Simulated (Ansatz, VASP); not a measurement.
**One calculation of Pt, two programs**

File INCAR:

```
PREC = Accurate
ENCUT = 520
EDIFF = 1E-7
ISMEAR = -1
SIGMA = 0.1
LREAL = False
LASPH = True
NELM = 100
ALGO = Normal
ISIF = 2
LWAVE = False
LCHARG = False
GGA = PS
NBANDS = 33
```

The input KPOINTS:

```
Automatic mesh
0
Gamma
  12 9 1
```

The input POSCAR:

```
Pt
1.0
    2.7716650196      0.0000000000      0.0000000000
    0.0000000000      3.9197262610      0.0000000000
    0.0000000000      0.0000000000     21.5433000000
Pt
5
Direct
    0.0000000000      0.0000000000      0.3775261929
    0.5000000000      0.5000000000      0.4317546603
    0.0000000000      0.0000000000      0.5000000018
    0.5000000000      0.5000000000      0.5682453384
    0.0000000000      0.0000000000      0.6224738066
```

Input for Ansatz:

```yaml
crystal:
  lattice:
    - [2.7716650196, 0.0, 0.0]
    - [0.0, 3.919726261, 0.0]
    - [0.0, 0.0, 21.5433]
  atoms:
    - { symbol: Pt, position: [0.0, 0.0, 0.3775261929] }
    - { symbol: Pt, position: [0.5, 0.5, 0.4317546603] }
    - { symbol: Pt, position: [0.0, 0.0, 0.5000000018] }
    - { symbol: Pt, position: [0.5, 0.5, 0.5682453384] }
    - { symbol: Pt, position: [0.0, 0.0, 0.6224738066] }
kpoints:
  mp_grid: { grid: [12, 9, 1] }
scf:
  occupations: { method: fermi_dirac, width: 0.1 }
hamiltonian:
  xc: pbesol
  pseudopotentials: { kind: paw }
output:
  forces: true
  stress: true
  eigenvalues: true
  core_levels:
    shells: { Pt: ["4f"] }
    counted_from: fermi_level
    add_spin: false
```

Alike in both runs: task single point; functional PBEsol; k mesh 12 × 9 × 1; occupations fermi-dirac, width 0.1 eV; no spin polarisation.

|  | VASP | Ansatz |
| --- | --- | --- |
| version | VASP 6.6.1 | Ansatz 0.2.0 |
| potentials or method | VASP PAW PBE potentials, release 64 (Pt) | PAW with Ansatz's default frozen-core files, scalar-relativistic |
| plane-wave cutoff (eV) | 520 | 420 |
| valence electrons in the cell | 50 | 90 |

VASP gave:

```
rms of the force components (eV/Å) : 0.009
```

Which values does Ansatz return?

rms of the force components (eV/Å): 0.000.

VASP's potentials were made for PBE, not for PBEsol. Atom by atom the forces differ by 0.009 eV/Å (rms over components). VASP's potentials hold 50 valence electrons a cell and Ansatz's 90, so a difference there can come from the potentials and not from the codes.

Spin-orbit coupling is off throughout.
